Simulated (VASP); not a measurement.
# Si6O11 (a cell with a defect) in VASP: a series of runs

Si6O11 (a cell with a defect) is run at these levels: PBE+D3(BJ); tasks: single point.

Program: VASP 6.6.1. These are calculated values, not measurements. Logs are shortened: lines on timing, memory, paths and dates and some standing lists are left out, and cuts for length are marked.

**1. The cell of the first run**

The cell holds a defect, 17 atoms: a = 4.915 Å, b = 5.421 Å, c = 8.513 Å, α = 90.00°, β = 90.00°, γ = 90.00°.

**2. Single point, PBE+D3(BJ)**

The input, INCAR:

```
SYSTEM = Si6O11
  PREC = Accurate
  ENCUT = 520
  EDIFF = 1E-6
  ISMEAR = 0
  SIGMA = 0.05
  LREAL = Auto
  LASPH = .True.
  NELM = 60
  ALGO = Normal
  ISIF = 2
  LWAVE = .False.
  LCHARG = .False.
  GGA = PE
  IVDW = 12
  NBANDS = 59
  NELECT = 88.0
```

The input, KPOINTS:

```
Automatic mesh
0
Gamma
  4 4 2
  0 0 0
```

The input, POSCAR:

```
Si6O11
1.0
   -2.4573906087      4.2563253884      0.0000000000
    0.0000000000      0.0000000000      5.4210324304
    7.3721718262      4.2563253883      0.0000000000
Si O
6 11
Direct
    0.7669799462      0.6666666667      0.2330200538
    0.2669799462      0.6666666667      0.7330200538
    0.9660401075      0.3333333333      0.5000000000
    0.4660401075      0.3333333333      0.0000000000
    0.2669799462      0.0000000000      0.2669799462
    0.7669799462      0.0000000000      0.7669799462
    0.2730030153      0.2203350802      0.1370425925
    0.7730030153      0.2203350802      0.6370425925
    0.0690623811      0.8870017469      0.7949771961
    0.6579346037      0.5536684135      0.0679802114
    0.1579346037      0.5536684135      0.5679802114
    0.0690623811      0.7796649198      0.2050228039
    0.5690623811      0.7796649198      0.7050228039
    0.5316021409     -0.1359637434      0.3602896396
    0.6579346037      0.1129982531      0.9320197886
    0.7730030153      0.4463315865      0.3629574075
    0.2730030153      0.4463315865      0.8629574075
```

Potentials or basis: VASP PAW PBE potentials, release 64 (Si, O).

Command:

```bash
> cat potpaw_PBE.64/Si/POTCAR potpaw_PBE.64/O/POTCAR > POTCAR
> mpirun -np 1 vasp_std > vasp.out
```

OUTCAR:

```text
SYSTEM = Si6O11
   PREC = Accurate
   ENCUT = 520
   EDIFF = 1E-6
   ISMEAR = 0
   LREAL = Auto
   LASPH = .True.
   NELM = 60
   ISIF = 2
   GGA = PE
   IVDW = 12
   NELECT = 88.0
 IVDW          = 12

 ion  position               nearest neighbor table
   1  0.767  0.667  0.233-  12 1.62  10 1.62  16 1.63  14 1.91   5 3.06   5 3.06   3 3.06   4 3.06

   2  0.267  0.667  0.733-  13 1.62  11 1.62  17 1.63   9 1.63   6 3.06   6 3.06   4 3.06   3 3.06

   3  0.966  0.333  0.500-   8 1.62  16 1.62  11 1.63   6 3.06   1 3.06   5 3.06   2 3.06
   4  0.466  0.333  0.000-   7 1.62  17 1.62  15 1.63  10 1.63   5 3.06   2 3.06   6 3.06   1 3.06

   5  0.267  0.000  0.267-   7 1.63  12 1.63  14 1.69   4 3.06   1 3.06   1 3.06   3 3.06
   6  0.767  0.000  0.767-  15 1.62   9 1.62   8 1.63  13 1.63   3 3.06   2 3.06   2 3.06   4 3.06

   7  0.273  0.220  0.137-   4 1.62   5 1.63
   8  0.773  0.220  0.637-   3 1.62   6 1.63
   9  0.069  0.887  0.795-   6 1.62   2 1.63
  10  0.658  0.554  0.068-   1 1.62   4 1.63
  11  0.158  0.554  0.568-   2 1.62   3 1.63
  12  0.069  0.780  0.205-   1 1.62   5 1.63
  13  0.569  0.780  0.705-   2 1.62   6 1.63
  14  0.532  0.864  0.360-   5 1.69   1 1.91
  15  0.658  0.113  0.932-   6 1.62   4 1.63
  16  0.773  0.446  0.363-   3 1.62   1 1.63
  17  0.273  0.446  0.863-   4 1.62   2 1.63

  LATTYP: Found a simple orthorhombic cell.
 ALAT       =     4.9147812175
 B/A-ratio  =     1.1030058492
 C/A-ratio  =     1.7320508076

  Lattice vectors:

 A1 = (  -2.4573906087,   4.2563253884,   0.0000000000)
 A2 = (   0.0000000000,   0.0000000000,   5.4210324304)
 A3 = (   7.3721718262,   4.2563253883,   0.0000000000)

Analysis of symmetry for initial positions (statically):
=====================================================================
 Subroutine PRICEL returns:
 Original cell was already a primitive cell.

 Routine SETGRP: Setting up the symmetry group for a
 simple orthorhombic supercell.

 Subroutine GETGRP returns: Found  1 space group operations
 (whereof  1 operations were pure point group operations)
 out of a pool of  8 trial point group operations.

The static configuration has the point symmetry C_1 .

Analysis of symmetry for dynamics (positions and initial velocities):
=====================================================================
 Subroutine PRICEL returns:
 Original cell was already a primitive cell.
[... 136 lines left out ...]
   NSW    =      0    number of steps for IOM
   IBRION =     -1    ionic relax: 0-MD 1-quasi-New 2-CG
   NFREE  =      0    steps in history (QN), initial steepest desc. (CG)
   ISIF   =      2    stress and relaxation
   ISYM   =      2    0-nonsym 1-usesym 2-fastsym
   POTIM  = 0.5000    time-step for ionic-motion
   TEBEG  =    0.0;   TEEND  =   0.0 temperature during run
   PSTRESS=    0.0 pullay stress
   NELECT =      88.0000    total number of electrons
   NUPDOWN=      -1.0000    fix difference up-down
   EMIN   =  10.00;   EMAX   =-10.00  energy-range for DOS
   EFERMI =   0.00;   METHOD = LEGACY
   ISMEAR =     0;   SIGMA  =   0.05  broadening in eV -4-tet -1-fermi 0-gaus
   EFERMI_NEDOS =   21; number of points for ismear=-14 and -15
   IALGO  =     38    algorithm
   IMIX   =      4    mixing-type and parameters
     AMIX     =   0.40;   BMIX     =  1.00
     AMIX_MAG =   1.60;   BMIX_MAG =  1.00
  volume/ion in A,a.u.               =      13.34        90.03
  Fermi-wavevector in a.u.,A,eV,Ry     =   1.194040  2.256408 19.398241  1.425730
  Thomas-Fermi vector in A             =   2.330039
   LORBIT       =      0    0 simple, 1 ext, 2 COOP (PROOUT), +10 PAW based schemes
   GGA     = PE    functional components
   LHFCALC =     F    Hartree Fock is set to
   AEXX    =    0.0000 exact exchange contribution
   IVDW    =    12    specifies the selected vdW correction
   LEPSILON=     F    determine dielectric tensor
   LRPA    =     F    only Hartree local field effects (RPA)
 non-spin polarized calculation
 Gauss-broadening in eV      SIGMA  =   0.05
  energy-cutoff  :      520.00
  volume of cell :      226.80
 maximum number of plane-waves:      6164
 NGX is ok and might be reduce to    40
   NGX = 19   NGY = 21   NGZ = 31

 number of electron      88.0000028 magnetization

 Free energy of the ion-electron system (eV)
  ---------------------------------------------------
  ext. energy  EPLUGINS =         0.00000000
  ---------------------------------------------------
  free energy    TOTEN  =      -133.85095008 eV

  energy without entropy =     -133.84057265  energy(sigma->0) =     -133.84576136

 E-fermi :   1.1864     XC(G=0):  -8.9341

 val. band max:        1.1652089499   @ k =   0.0000   0.2500   0.5000
 cond. band min:       1.2067968877   @ k =   0.2500   0.2500  -0.0000
 fundamental gap:      0.0415879378
 Fermi energy:         1.1864486736

 k-point     1 :       0.0000    0.0000    0.0000
  band No.  band energies     occupation
      1     -18.4909      2.00000
      2     -17.9855      2.00000
      3     -17.6781      2.00000
      4     -17.2972      2.00000
      5     -17.0779      2.00000
      6     -16.8988      2.00000
[... 1169 lines left out ...]
     55      10.8254      0.00000
     56      11.0174      0.00000
 [bands above 56 left out]

------------------------ aborting loop because EDIFF is reached ----------------------------------------

 Edisp (eV)   -2.41388

 E8    (eV) :    -0.8284

  FORCE on cell =-STRESS in cart. coord.  units (eV):
  Direction    XX          YY          ZZ          XY          YZ          ZX
  --------------------------------------------------------------------------------------
  -------------------------------------------------------------------------------------
  Total     -22.37091   -19.76663   -20.30826     0.68316     2.58458    -5.35872
  in kB    -158.03133  -139.63436  -143.46050     4.82591    18.25786   -37.85475
  external pressure =     -147.04 kB  Pullay stress =        0.00 kB

 VOLUME and BASIS-vectors are now :
 -----------------------------------------------------------------------------
  energy-cutoff  :      520.00
  volume of cell :      226.80
      direct lattice vectors                 reciprocal lattice vectors
    -2.457390609  4.256325388  0.000000000    -0.101733928  0.176208333  0.000000000
     0.000000000  0.000000000  5.421032430     0.000000000  0.000000000  0.184466707
     7.372171826  4.256325388  0.000000000     0.101733928  0.058736111  0.000000000

 POSITION                                       TOTAL-FORCE (eV/Angst)
 -----------------------------------------------------------------------------------
     -0.16691      4.25633      3.61402         1.238468     -1.432620      0.430554
      4.74788      4.25633      3.61402         0.936152      1.338976      0.172220
      1.31215      6.23994      1.80701         2.488857     -0.660034      2.714299
     -1.14524      1.98362      1.80701        -1.624076     -0.351317      0.585128
      1.31215      2.27271      0.00000        -2.324517      1.079384     -1.611852
      3.76954      6.52903      0.00000         0.974353      0.340021     -1.158856
[... 9 lines left out ...]
      0.77621      4.83502      2.41958        -0.033604      0.762054     -1.454741
      5.69100      4.83502      2.41958         0.091732      0.012309     -0.179083
 -----------------------------------------------------------------------------------
    total drift:                                0.000979     -0.003046     -0.003000

  FREE ENERGIE OF THE ION-ELECTRON SYSTEM (eV)
  ---------------------------------------------------
  free  energy   TOTEN  =      -136.2648289602 eV

  energy  without entropy=     -136.2544515303  energy(sigma->0) =     -136.25964025
```

OSZICAR:

```text
N       E                     dE             d eps       ncg     rms          rms(c)
DAV:   1     0.521108311333E+03    0.52111E+03   -0.45638E+04  2376   0.137E+03
DAV:   2    -0.107428090526E+03   -0.62854E+03   -0.61034E+03  2791   0.312E+02
DAV:   3    -0.150975854370E+03   -0.43548E+02   -0.43313E+02  2920   0.874E+01
[... 11 lines left out ...]
DAV:  15    -0.133850943941E+03   -0.27636E-04   -0.91404E-05  2912   0.488E-02    0.189E-02
DAV:  16    -0.133850946695E+03   -0.27536E-05   -0.26862E-05  2880   0.260E-02    0.830E-03
DAV:  17    -0.133850948693E+03   -0.19978E-05   -0.33319E-06  2344   0.103E-02    0.517E-03
DAV:  18    -0.133850950033E+03   -0.13408E-05   -0.34077E-06  2144   0.762E-03    0.217E-03
DAV:  19    -0.133850950075E+03   -0.41790E-07   -0.31562E-07  1784   0.229E-03
   1 F= -.13626483E+03 E0= -.13625964E+03  d E =-.103774E-01
```

It took 6.1 min on 1 thread of AMD EPYC 7R13 (Zen 3), shared host; peak memory 0.35 GiB.

What came out:

```yaml
Free_energy: -136.2648 eV
Largest_force: 3.741 eV/Å
Dispersion_energy_per_atom: -0.142 eV
```

Forces on the atoms (eV/Å):
```
Si   1.238 -1.433  0.431
Si   0.936  1.339  0.172
Si   2.489 -0.660  2.714
Si  -1.624 -0.351  0.585
Si  -2.325  1.079 -1.612
Si   0.974  0.340 -1.159
O    2.277  0.575 -1.205
O   -1.680  0.024  0.058
O   -0.376 -0.121  0.013
O    0.853  0.745  1.024
O   -1.212 -0.998 -1.255
O    0.889  0.010  1.164
O   -0.169 -0.067  0.039
O   -2.655 -1.305  0.449
O    0.325  0.048  0.215
O   -0.034  0.762 -1.455
O    0.092  0.012 -0.179
```

Caveat: the k points lie up to 0.37 Å⁻¹ apart; the cell carries a net charge on a neutralising background, which shifts energy and pressure; the cell differs from its parent crystal (atoms taken out, atom 14 moved 0.875 of the way to it and +0.500 Å across, host rigid); the cell is charged against a uniform background, so pressure and absolute levels hang on convention.

(Part 1 of 2 ends here.)
